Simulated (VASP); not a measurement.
# Te (R-3m) in VASP: relaxation of cell and atoms with PBEsol

Aim: the relaxation of cell and atoms of Te with PBEsol.

Everything below comes from runs of VASP 6.6.1. Logs are shortened: lines on timing, memory, paths and dates and some standing lists are left out, and cuts for length are marked.

### Step 1. The cell of the first run

The structure is trigonal, space group R-3m (No. 166). Conventional cell: a = 4.612 Å, b = 4.612 Å, c = 5.073 Å, α = 90.00°, β = 90.00°, γ = 120.00°. Te (site symmetry -3m) has 12 Te at 3.15 to 4.30 Å within 4.4 Å.

### Step 2. Relaxation of cell and atoms, PBEsol

File INCAR:

```
PREC = Accurate
ENCUT = 600
EDIFF = 1E-6
ISMEAR = 0
SIGMA = 0.1
LREAL = F
LASPH = T
NELM = 60
ALGO = Normal
ISIF = 3
LWAVE = F
LCHARG = F
GGA = PS
IBRION = 2
NSW = 100
EDIFFG = -0.01
```

File KPOINTS:

```
Automatic mesh
0
Gamma
  18 18 18
```

File POSCAR:

```
Te
1.0
    2.3059043427      1.3313144930      1.6909537039
   -2.3059043427      1.3313144930      1.6909537039
    0.0000000000     -2.6626289859      1.6909537039
Te
1
Direct
    0.5000000000      0.5000000000      0.5000000000
```

Potentials or basis: VASP PAW PBE potentials, release 64 (Te).

On the command line:

```bash
cat potpaw_PBE.64/Te/POTCAR > POTCAR
mpirun -np 1 vasp_std > vasp.out
```

OUTCAR:

```text
PREC = Accurate
   ENCUT = 600
   EDIFF = 1E-6
   ISMEAR = 0
   LREAL = F
   LASPH = T
   NELM = 60
   ISIF = 3
   GGA = PS
   IBRION = 2
   NSW = 100
   EDIFFG = -0.01

 ion  position               nearest neighbor table
   1  0.500  0.500  0.500-

  LATTYP: Found a trigonal (rhomboedric) cell.
 ALAT       =     3.1541904739
 COS(alpha) =    -0.0688991668

  Lattice vectors:

 A1 = (   2.3059043427,   1.3313144930,   1.6909537039)
 A2 = (  -2.3059043427,   1.3313144930,   1.6909537039)
 A3 = (   0.0000000000,  -2.6626289859,   1.6909537039)

Analysis of symmetry for initial positions (statically):
=====================================================================
 Subroutine PRICEL returns:
 Original cell was already a primitive cell.

 Routine SETGRP: Setting up the symmetry group for a
 trigonal (rhombohedral) supercell.

 Subroutine GETGRP returns: Found 12 space group operations
 (whereof 12 operations were pure point group operations)
 out of a pool of 12 trial point group operations.

The static configuration has the point symmetry D_3d.

Analysis of symmetry for dynamics (positions and initial velocities):
=====================================================================
 Subroutine PRICEL returns:
 Original cell was already a primitive cell.

 Routine SETGRP: Setting up the symmetry group for a
 trigonal (rhombohedral) supercell.

 Subroutine GETGRP returns: Found 12 space group operations
 (whereof 12 operations were pure point group operations)
 out of a pool of 12 trial point group operations.

The dynamic configuration has the point symmetry D_3d.

 Subroutine INISYM returns: Found 12 space group operations
 (whereof 12 operations are pure point group operations),
 and found     1 'primitive' translations

----------------------------------------------------------------------------------------

                                     Primitive cell

  volume of cell :      31.1462

  direct lattice vectors                    reciprocal lattice vectors
     2.305904343  1.331314493  1.690953704     0.216834667  0.125189553  0.197127415
    -2.305904343  1.331314493  1.690953704    -0.216834667  0.125189553  0.197127415
     0.000000000 -2.662628986  1.690953704     0.000000000 -0.250379107  0.197127415

  length of vectors
     3.154190474  3.154190474  3.154190474     0.318667405  0.318667405  0.318667405

  position of ions in fractional coordinates (direct lattice)
     0.500000000  0.500000000  0.500000000

  ion indices of the primitive-cell ions
   primitive index   ion index
                 1           1

----------------------------------------------------------------------------------------

 KPOINTS: Automatic mesh

Automatic generation of k-mesh.
 Grid dimensions read from file:
 generate k-points for:   18   18   18

 Generating k-lattice:

  Cartesian coordinates                     Fractional coordinates (reciprocal lattice)
     0.012046370  0.006954975  0.010951523     0.055555556 -0.000000000 -0.000000000
    -0.012046370  0.006954975  0.010951523    -0.000000000  0.055555556 -0.000000000
     0.000000000 -0.013909950  0.010951523     0.000000000  0.000000000  0.055555556

  Length of vectors
     0.017703745  0.017703745  0.017703745

  Shift w.r.t. Gamma in fractional coordinates (k-lattice)
     0.000000000  0.000000000  0.000000000

 Subroutine IBZKPT returns following result:
 ===========================================

 Found    580 irreducible k-points:

 Following reciprocal coordinates:
            Coordinates               Weight
  0.000000  0.000000  0.000000      1.000000
  0.055556 -0.000000  0.000000      6.000000
  0.111111 -0.000000  0.000000      6.000000
  0.166667 -0.000000 -0.000000      6.000000
  0.222222 -0.000000  0.000000      6.000000
  0.277778 -0.000000 -0.000000      6.000000
[... 16 lines left out ...]
 -0.277778  0.055556  0.000000     12.000000
 -0.222222  0.055556 -0.000000     12.000000
 [... further k-points ...]
   k-points           NKPTS =    580   k-points in BZ     NKDIM =    580   number of bands    NBANDS=      7
   number of dos      NEDOS =    301   number of ions     NIONS =      1
   total plane-waves  NPLWV =  21952
   dimension x,y,z NGX =    28 NGY =   28 NGZ =   28
   dimension x,y,z NGXF=    56 NGYF=   56 NGZF=   56
   ions per type =               1
   NGX,Y,Z   is equivalent  to a cutoff of  14.76, 14.76, 14.76 a.u.
   NGXF,Y,Z  is equivalent  to a cutoff of  29.52, 29.52, 29.52 a.u.
 SYSTEM =  unknown system
   PREC   = accura    normal or accurate (medium, high low for compatibility)
   ISTART =      0    job   : 0-new  1-cont  2-samecut
   ICHARG =      2    charge: 1-file 2-atom 10-const
   ISPIN  =      1    spin polarized calculation?
   LNONCOLLINEAR =      F non collinear calculations
   LSORBIT =      F    spin-orbit coupling
   LASPH  =      T    aspherical Exc in radial PAW
   ENCUT  =  600.0 eV  44.10 Ry    6.64 a.u.   6.30  6.30  6.30*2*pi/ulx,y,z
   NELM   =     60;   NELMIN=  2; NELMDL= -5     # of ELM steps
   EDIFF  = 0.1E-05   stopping-criterion for ELM
   LREAL  =      F    real-space projection
   EDIFFG = -.1E-01   stopping-criterion for IOM
   NSW    =    100    number of steps for IOM
   IBRION =      2    ionic relax: 0-MD 1-quasi-New 2-CG
   NFREE  =      1    steps in history (QN), initial steepest desc. (CG)
   ISIF   =      3    stress and relaxation
   ISYM   =      2    0-nonsym 1-usesym 2-fastsym
   POTIM  = 0.5000    time-step for ionic-motion
   TEBEG  =    0.0;   TEEND  =   0.0 temperature during run
   PSTRESS=    0.0 pullay stress
   NELECT =       6.0000    total number of electrons
   NUPDOWN=      -1.0000    fix difference up-down
   EMIN   =  10.00;   EMAX   =-10.00  energy-range for DOS
   EFERMI =   0.00;   METHOD = LEGACY
   ISMEAR =     0;   SIGMA  =   0.10  broadening in eV -4-tet -1-fermi 0-gaus
   EFERMI_NEDOS =   21; number of points for ismear=-14 and -15
   IALGO  =     38    algorithm
   IMIX   =      4    mixing-type and parameters
     AMIX     =   0.40;   BMIX     =  1.00
     AMIX_MAG =   1.60;   BMIX_MAG =  1.00
  volume/ion in A,a.u.               =      31.15       210.18
  Fermi-wavevector in a.u.,A,eV,Ry     =   0.945490  1.786717 12.162947  0.893951
  Thomas-Fermi vector in A             =   2.073397
   LORBIT       =      0    0 simple, 1 ext, 2 COOP (PROOUT), +10 PAW based schemes
   GGA     = PS    functional components
   LHFCALC =     F    Hartree Fock is set to
   AEXX    =    0.0000 exact exchange contribution
   IVDW    =     0    specifies the selected vdW correction
   LEPSILON=     F    determine dielectric tensor
   LRPA    =     F    only Hartree local field effects (RPA)
 conjugate gradient relaxation of ions
 non-spin polarized calculation
 Gauss-broadening in eV      SIGMA  =   0.10
  energy-cutoff  :      600.00
  volume of cell :       31.15
 maximum number of plane-waves:      1069
 NGX is ok and might be reduce to    28
   NGX = 13   NGY = 13   NGZ = 13

--------------------------------------- Ionic step        1  -------------------------------------------

 number of electron       5.9999999 magnetization

 Free energy of the ion-electron system (eV)
  ---------------------------------------------------
  ext. energy  EPLUGINS =         0.00000000
  ---------------------------------------------------
  free energy    TOTEN  =        -3.50081683 eV

  energy without entropy =       -3.49768364  energy(sigma->0) =       -3.49925024

------------------------ aborting loop because EDIFF is reached ----------------------------------------

  FORCE on cell =-STRESS in cart. coord.  units (eV):
  Direction    XX          YY          ZZ          XY          YZ          ZX
  --------------------------------------------------------------------------------------
  -------------------------------------------------------------------------------------
  Total       -0.0664937     -0.0664937     -0.0182361      0.0000000     -0.0000000      0.0000000
  in kB       -3.4204733     -3.4204733     -0.9380744      0.0000000     -0.0000000      0.0000000
  external PRESSURE =      -2.5930070 kB  Pullay stress =       0.0000000 kB
[... 86 lines left out ...]
  FREE ENERGIE OF THE ION-ELECTRON SYSTEM (eV)
  ---------------------------------------------------
  free  energy   TOTEN  =        -3.5009648247 eV

  energy  without entropy=       -3.4978560723  energy(sigma->0) =       -3.49941045

[... ionic steps 4 to 7 ...]

--------------------------------------- Ionic step        8  -------------------------------------------

 number of electron       5.9999999 magnetization

------------------------ aborting loop because EDIFF is reached ----------------------------------------

  FORCE on cell =-STRESS in cart. coord.  units (eV):
  Direction    XX          YY          ZZ          XY          YZ          ZX
  --------------------------------------------------------------------------------------
  -------------------------------------------------------------------------------------
  Total       -0.0363459     -0.0363459     -0.0320196      0.0000000     -0.0000000      0.0000000
  in kB       -1.8575541     -1.8575541     -1.6364484      0.0000000     -0.0000000      0.0000000
  external PRESSURE =      -1.7838522 kB  Pullay stress =       0.0000000 kB
[... 55 lines left out ...]
  energy  without entropy=       -3.4984730103  energy(sigma->0) =       -3.50018426

--------------------------------------- Ionic step       10  -------------------------------------------

 number of electron       5.9999999 magnetization

 Free energy of the ion-electron system (eV)
  ---------------------------------------------------
  ext. energy  EPLUGINS =         0.00000000
  ---------------------------------------------------
  free energy    TOTEN  =        -3.50192014 eV

  energy without entropy =       -3.49847366  energy(sigma->0) =       -3.50019690

 E-fermi :   6.9272     XC(G=0):  -9.6253

 val. band max:        6.9258165388   @ k =  -0.3333   0.4444   0.2222
 cond. band min:       6.9295747645   @ k =  -0.3889   0.1667   0.1111
 fundamental gap:      0.0037582256
 Fermi energy:         6.9271736497

 k-point     1 :       0.0000    0.0000    0.0000
  band No.  band energies     occupation
      1      -7.0760      2.00000
      2       8.0769      0.00000
      3       8.1664      0.00000
      4       8.1664      0.00000
      5      12.8884      0.00000
      6      12.8884      0.00000
      7      13.4016      0.00000
[... 221 lines left out ...]
 k-point    24 :      -0.2222    0.0556   -0.0000
  band No.  band energies     occupation
      1      -6.4491      2.00000
      2       4.2125      2.00000
      3       8.2191      0.00000
      4       8.6916      0.00000
      5      13.6096      0.00000
      6      14.2017      0.00000
      7      17.9385      0.00000

 [... further k-points ...]
[... 5 lines left out ...]
  --------------------------------------------------------------------------------------
  -------------------------------------------------------------------------------------
  Total        0.0015418      0.0015418      0.0041488      0.0000000      0.0000000      0.0000000
  in kB        0.0790323      0.0790323      0.2126666      0.0000000      0.0000000      0.0000000
  external PRESSURE =       0.1235771 kB  Pullay stress =       0.0000000 kB
[... 16 lines left out ...]
  FREE ENERGIE OF THE ION-ELECTRON SYSTEM (eV)
  ---------------------------------------------------
  free  energy   TOTEN  =        -3.5019201438 eV

  energy  without entropy=       -3.4984736632  energy(sigma->0) =       -3.50019690

 reached required accuracy - stopping structural energy minimisation
```

It took 9.4 min on 1 thread of AMD EPYC 7R43 (Zen 3), shared host; peak memory 0.26 GiB.

What came out:

| Quantity | Value |
| --- | --- |
| Free energy | -3.5019 eV |
| Relaxed volume | 31.26 Å³/atom |
| Relaxed cell | a = 3.150 Å, b = 3.150 Å, c = 3.150 Å, α = 90.76°, β = 90.76°, γ = 90.76° |
| Space group after relaxing (to 0.1 Å) | Pm-3m (No. 221) |
| Energy gained by relaxing | 1.1 meV/atom |
| Ionic steps | 10 |
| Pressure after relaxing | 0.0 GPa |
| Band gap on the k mesh | zero (bands 3 and 4 overlap by 5.67 eV) |

The path:
| step | energy change (eV) | largest force (eV/Å) | pressure (GPa) | volume (Å³) |
| --- | --- | --- | --- | --- |
| 1 | 0.0000 | 0.0000 | -0.26 | 31.15 |
| 2 | -0.0001 | 0.0000 | 0.19 | 30.92 |
| 3 | -0.0001 | 0.0000 | 0.04 | 31.00 |
| 4 | -0.0002 | 0.0000 | 0.03 | 31.00 |
| 5 | -0.0003 | 0.0000 | 0.03 | 31.03 |
| 6 | -0.0005 | 0.0000 | 0.01 | 31.08 |
| 7 | -0.0008 | 0.0000 | -0.04 | 31.18 |
| 8 | -0.0010 | 0.0000 | -0.18 | 31.35 |
| 9 | -0.0011 | 0.0000 | -0.09 | 31.31 |
| 10 | -0.0011 | 0.0000 | 0.01 | 31.26 |

Final structure:
```
Te
1.0
     2.24235    1.29462    1.79447
    -2.24235    1.29462    1.79447
     0.00000   -2.58925    1.79447
Te
1
Direct
  0.50000 0.50000 0.50000
```

Levels at points of the mesh, in eV from the Fermi level:
| k point | band 1 | band 2 | band 3 | band 4 | band 5 | band 6 | band 7 |
| --- | --- | --- | --- | --- | --- | --- | --- |
| (0.00, 0.00, 0.00) | -14.00 | 1.15 | 1.24 | 1.24 | 5.96 | 5.96 | 6.47 |
| (0.50, 0.00, 0.00) | -12.14 | -6.36 | 2.66 | 2.72 | 7.84 | 9.55 | 9.63 |
| (0.50, 0.50, 0.00) | -10.23 | -4.75 | -4.61 | 1.81 | 4.11 | 11.05 | 12.41 |
| (0.50, 0.50, 0.50) | -8.20 | -3.21 | -3.21 | -3.02 | 4.15 | 4.15 | 4.40 |

Caveat: the PAW data sets were made with another functional, which shifts forces and pressure a little; spin-orbit coupling is left out, which moves the levels of the heavy elements.
